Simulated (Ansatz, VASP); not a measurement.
Two plane-wave programs on LiF3

```
Li F
1.0
     4.42514    0.00000    0.00000
    -2.21257    3.83228    0.00000
     0.00000    0.00000    5.52279
Li F
2 6
Direct
  0.33333 0.66667 0.75000
  0.66667 0.33333 0.25000
  0.16829 0.33657 0.25000
  0.16829 0.83171 0.25000
  0.66343 0.83171 0.25000
  0.83171 0.66343 0.75000
  0.83171 0.16829 0.75000
  0.33657 0.16829 0.75000
```

Alike in both runs: functional PBE; k mesh 6 × 6 × 4; occupations gaussian, width 0.1 eV; collinear spin.

Ansatz relaxed the structure, and its values are those at the end. VASP's run is a single point on that final structure, the one shown.

|  | VASP | Ansatz |
| --- | --- | --- |
| version | VASP 6.6.1 | Ansatz 0.2.0 |
| potentials or method | VASP PAW PBE potentials, release 64 (Li_sv, F), cutoff 520 eV | scalar-relativistic, plane waves, PAW |
| valence electrons in the cell | 48 | 48 |

```tsv
	VASP	Ansatz	Ansatz less VASP
gap on the k mesh at the Fermi level (eV)	none	none	-
net moment per atom (μB)	0.50	0.50	0.000
size of the moment on the site where the two differ most (μB)	0.62	0.67	+0.041
```

Site moments also hang on the region over which each program counts them. A gap of «none» marks a metal or a gap that the smearing closes.

Noted on VASP's run: the cutoff is short for stress, so the pressure is rough.
